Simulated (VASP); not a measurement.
# InRu2 (P-4m2) in VASP: a series of runs, part 2 of 2

VASP 6.6.1. The steps go on from the part before.

**3. Single point, PBE**

This run uses another cell than the first one, of 18.25 Å³/atom, 1.046 times its volume.

Contents of INCAR:

```
PREC = Accurate
ENCUT = 520
EDIFF = 1E-6
ISMEAR = 0
SIGMA = 0.1
LREAL = False
LASPH = True
NELM = 80
ALGO = Normal
ISIF = 2
LWAVE = False
LCHARG = True
GGA = PE
LELF = True
LVHAR = True
NBANDS = 28
```

Contents of KPOINTS:

```
Automatic mesh
0
Gamma
  6 6 4
```

Contents of POSCAR:

```
InRu2
1.0
    3.3301953700      0.0000000000      0.0000000000
    0.0000000000      3.3301953700      0.0000000000
    0.0000000000      0.0000000000      4.9379388800
In Ru
1 2
Direct
    0.0000000000      0.0000000000      0.5000000000
    0.5000000000      0.0000000000      0.7777620000
    0.0000000000      0.5000000000      0.2222380000
```

Potentials or basis: VASP PAW PBE potentials, release 64 (In_d, Ru_pv).

On the command line:

```sh
cat potpaw_PBE.64/In_d/POTCAR potpaw_PBE.64/Ru_pv/POTCAR > POTCAR
mpirun -np 1 vasp_std > vasp.out
```

OUTCAR:

```text
PREC = Accurate
   ENCUT = 520
   EDIFF = 1E-6
   ISMEAR = 0
   LREAL = False
   LASPH = True
   NELM = 80
   ISIF = 2
   GGA = PE

 ion  position               nearest neighbor table
   1  0.000  0.000  0.500-   2 2.16   3 2.16   3 2.16   2 2.16
   2  0.500  0.000  0.778-   1 2.16   1 2.16   3 3.22   3 3.22   3 3.22   3 3.22
   3  0.000  0.500  0.222-   1 2.16   1 2.16   2 3.22   2 3.22   2 3.22   2 3.22

  LATTYP: Found a simple tetragonal cell.
 ALAT       =     3.3301953700
 C/A-ratio  =     1.4827775345

  Lattice vectors:

 A1 = (   3.3301953700,   0.0000000000,   0.0000000000)
 A2 = (   0.0000000000,   3.3301953700,   0.0000000000)
 A3 = (   0.0000000000,   0.0000000000,   4.9379388800)

Analysis of symmetry for initial positions (statically):
=====================================================================
 Subroutine PRICEL returns:
 Original cell was already a primitive cell.

 Routine SETGRP: Setting up the symmetry group for a
 simple tetragonal supercell.

 Subroutine GETGRP returns: Found  8 space group operations
 (whereof  8 operations were pure point group operations)
 out of a pool of 16 trial point group operations.
[... 163 lines left out ...]

  energy without entropy =       -9.70068324  energy(sigma->0) =       -9.71828372

 E-fermi :   8.8200     XC(G=0): -11.9405

 val. band max:        8.7843541856   @ k =   0.3333   0.1667   0.5000
 cond. band min:       8.8219890265   @ k =   0.1667   0.1667   0.2500
 fundamental gap:      0.0376348409
 Fermi energy:         8.8199990901

 k-point     1 :       0.0000    0.0000    0.0000
  band No.  band energies     occupation
      1     -33.3200      2.00000
      2     -33.3200      2.00000
      3     -33.2347      2.00000
      4     -33.1463      2.00000
      5     -32.9089      2.00000
      6     -32.9089      2.00000
[... 733 lines left out ...]
     27      19.7093      0.00000
     28      19.7664      0.00000

 [... further k-points ...]

------------------------ aborting loop because EDIFF is reached ----------------------------------------

  FORCE on cell =-STRESS in cart. coord.  units (eV):
  Direction    XX          YY          ZZ          XY          YZ          ZX
  --------------------------------------------------------------------------------------
  -------------------------------------------------------------------------------------
  Total       17.4539130     17.4539130     25.7625525      0.0000000      0.0000000      0.0000000
  in kB      510.6440235    510.6440235    753.7274584      0.0000000      0.0000000      0.0000000
  external PRESSURE =     591.6718351 kB  Pullay stress =       0.0000000 kB

 VOLUME and BASIS-vectors are now :
 -----------------------------------------------------------------------------
  energy-cutoff  :      520.00
  volume of cell :       54.76
      direct lattice vectors                 reciprocal lattice vectors
     3.330195370  0.000000000  0.000000000     0.300282683  0.000000000  0.000000000
     0.000000000  3.330195370  0.000000000     0.000000000  0.300282683  0.000000000
     0.000000000  0.000000000  4.937938880     0.000000000  0.000000000  0.202513645

 POSITION                                       TOTAL-FORCE (eV/Angst)
 -----------------------------------------------------------------------------------
      0.00000      0.00000      2.46897         0.000000      0.000000      0.000000
      1.66510      0.00000      3.84054        -0.000000     -0.000000     13.510607
      0.00000      1.66510      1.09740         0.000000      0.000000    -13.510607
 -----------------------------------------------------------------------------------
    total drift:                                0.000000      0.000000      0.000000

  FREE ENERGIE OF THE ION-ELECTRON SYSTEM (eV)
  ---------------------------------------------------
  free  energy   TOTEN  =        -9.7358842015 eV

  energy  without entropy=       -9.7006832367  energy(sigma->0) =       -9.71828372
```

stdout:

```text
POSCAR found type information on POSCAR InRu
 POSCAR found :  2 types and       3 ions
 scaLAPACK will be used
 LDA part: xc-table for (Slater+PW92), standard interpolation
 POSCAR, INCAR and KPOINTS ok, starting setup
 FFT: planning ... GRIDC
 FFT: planning ... GRID_SOFT
 FFT: planning ... GRID
 WAVECAR not read
 entering main loop
```

Run time: 22 s. Hardware: 1 thread of AMD EPYC 9R45 (Zen 5), shared host; peak memory 0.17 GiB.

What came out:

```yaml
Free_energy: -9.7359 eV
Pressure: 59.2 GPa
Largest_force: 13.511 eV/Å
```

Forces in eV/Å, atoms in the order of the input:
```
In    0.000   0.000   0.000
Ru    0.000   0.000  13.511
Ru    0.000   0.000 -13.511
```

Caveat: spin-orbit coupling is left out, which moves the levels of the heavy elements; forces of over 1 eV/Å act on the atoms, so gaps and moduli don't describe the material at rest.

**4. Relaxation of cell and atoms, PBE**

This run uses another cell than the first one, of 18.25 Å³/atom, 1.046 times its volume.

Contents of INCAR:

```
PREC = Accurate ; ENCUT = 600
EDIFF = 1E-7 ; ISMEAR = 0
SIGMA = 0.1 ; LREAL = F
LASPH = T ; NELM = 60
ALGO = Normal ; ISIF = 3
LWAVE = F ; LCHARG = F
GGA = PE ; IBRION = 2
NSW = 90 ; EDIFFG = -0.04
```

Contents of KPOINTS:

```
regular mesh
0
Gamma
  6 6 4
```

POSCAR is that of step 3.

On the command line:

```sh
cat potpaw_PBE.64/In_d/POTCAR potpaw_PBE.64/Ru_pv/POTCAR > POTCAR
mpirun -np 1 vasp_std > vasp.out
```

Wall time 7.3 min (1 thread of AMD EPYC 9R45 (Zen 5), shared host); peak memory 0.18 GiB.

The run converged. Its results:

- Free energy: -20.2669 eV
- Relaxed volume: 17.44 Å³/atom
- Relaxed cell: a = 2.866 Å, b = 2.866 Å, c = 6.368 Å, α = 90.00°, β = 90.00°, γ = 90.00°
- Space group after relaxing (to 0.05 Å): P-4m2 (No. 115)
- Energy gained by relaxing: 3510.3 meV/atom
- Ionic steps: 25
- Pressure after relaxing: -0.1 GPa
- Largest force after relaxing: 0.031 eV/Å

Forces in eV/Å, atoms in the order of the input:
```
In   0.000  0.000  0.000
Ru   0.000  0.000  0.031
Ru   0.000  0.000 -0.031
```

Stress tensor (GPa, compression positive):
```
-0.03  0.00  0.00
 0.00 -0.03  0.00
 0.00  0.00 -0.17
```

Step by step:
```
step  energy change (eV)  largest force (eV/Å)  pressure (GPa)  volume (Å³)
   1              0.0000               13.5100           59.17        54.76
   2             -1.8781                1.2914          -14.94       127.02
   3             -6.0284                2.4932          -18.63        80.34
   4             -6.2330                2.8267          -16.93        76.73
   5             -6.3512                3.9334          -10.51        69.67
   6             -6.3729                3.5969          -12.53        71.34
   7             -9.0899                2.7658          -10.38        60.53
   8             35.2247               15.4493          568.91        33.10
   9             -9.5192                1.8639           -7.61        58.62
  10             -9.7930                1.7804            9.58        53.44
  11             -9.8629                0.1466            1.15        55.36
  12             -9.8683                0.4196            2.49        55.01
  13            -10.0915                1.8875           -0.01        55.72
  14            -10.1230                2.3582           -0.16        55.97
  15            -10.3132                1.5367           -4.72        56.29
  16            -10.3035                0.3223          -11.00        56.62
  17            -10.3812                0.4430           -8.24        56.48
  18            -10.4895                0.3397           -1.45        52.90
  19            -10.4899                0.3327           -0.85        52.64
  20            -10.5205                0.1525           -0.22        52.33
  21            -10.5298                0.0313            0.50        52.07
  22            -10.5299                0.0500            0.57        52.04
  23            -10.5304                0.0873           -0.24        52.31
  24            -10.5304                0.0846           -0.18        52.29
  25            -10.5308                0.0313           -0.08        52.32
```

Final structure:
```yaml
crystal:
  lattice:
    - [2.86644, 0.00000, 0.00000]
    - [0.00000, 2.86644, 0.00000]
    - [0.00000, 0.00000, 6.36755]
  atoms:
    - { symbol: In, position: [0.00000, 0.00000, 0.50000] }
    - { symbol: Ru, position: [0.50000, 0.00000, 0.87831] }
    - { symbol: Ru, position: [0.00000, 0.50000, 0.12169] }
```

Levels at points of the mesh, in eV from the Fermi level:
```
           k point  band 18  band 19  band 20  band 21  band 22  band 23
(0.00, 0.00, 0.00)    -1.96    -1.91    -0.86     0.73     0.73     0.98
(0.50, 0.00, 0.00)    -1.85    -1.55     0.47     0.57     1.12     1.24
(0.50, 0.50, 0.00)    -0.39    -0.39     0.94     1.43     1.43     1.91
(0.00, 0.00, 0.50)    -1.89    -1.67    -0.87     0.57     0.57     1.39
(0.50, 0.00, 0.50)    -2.51    -1.55    -0.93    -0.72     1.19     1.23
(0.50, 0.50, 0.50)    -1.05    -0.74     1.43     1.43     2.33     2.33
```

Caveat: spin-orbit coupling is left out, which moves the levels of the heavy elements.

**5. The runs side by side**

| task | cell | cutoff (eV) | gap on the mesh (eV) | pressure (GPa) | largest force (eV/Å) |
| --- | --- | --- | --- | --- | --- |
| single point | a = 2.869, b = 2.869, c = 6.363 Å, 3 atoms | 520 | none | 0.0 | 0.01 |
| single point | a = 3.330, b = 3.330, c = 4.938 Å, 3 atoms | 520 | none | 59.2 | 13.51 |
| relaxation of cell and atoms | relaxed from a = 3.330, b = 3.330, c = 4.938 Å, 3 atoms | 600 | none | -0.1 | 0.03 |

Alike in all rows: level PBE; potentials or basis VASP PAW PBE potentials, release 64 (In_d, Ru_pv); no spin polarisation; k mesh 6 × 6 × 4; smearing gaussian 0.1 eV.

Caveats: some runs use coarse meshes; spin-orbit coupling is left out, which moves the levels of the heavy elements; forces of over 1 eV/Å act on the atoms, so gaps and moduli don't describe the material at rest (some runs).

Total energies depend on the potentials used, so only differences within one code and one set of settings carry meaning.
